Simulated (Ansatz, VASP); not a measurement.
**C in VASP and in Ansatz**

```
CELL_PARAMETERS angstrom
1.56195 0.00000 0.00000
0.00000 1.56195 0.00000
0.00000 0.00000 1.56195
ATOMIC_POSITIONS crystal
C 0.00000 0.00000 0.00000
```

Change from the starting cell: volume scaled by 0.68, LAPW.

Alike in both runs: task single point; functional PBE; k mesh 20 × 20 × 20; occupations fermi-dirac, width 0.08 eV; no spin polarisation.

```csv
,VASP,Ansatz
version,VASP 6.6.1,Ansatz 0.2.0
potentials or method,"VASP PAW PBE potentials, release 64 (C), cutoff 520 eV","all-electron LAPW, scalar-relativistic"
```

Ansatz gave:

| Property | Result |
| --- | --- |
| pressure (GPa) | 261.8 |

Question: Estimate VASP's values.

Answer: Pressure (GPa): 262.7.

Both programs put the cell under a high pressure, so it lies far from rest at this level. Ansatz ran all-electron here, and VASP with PAW potentials.

Noted on VASP's run: the cell as given lies far from equilibrium.
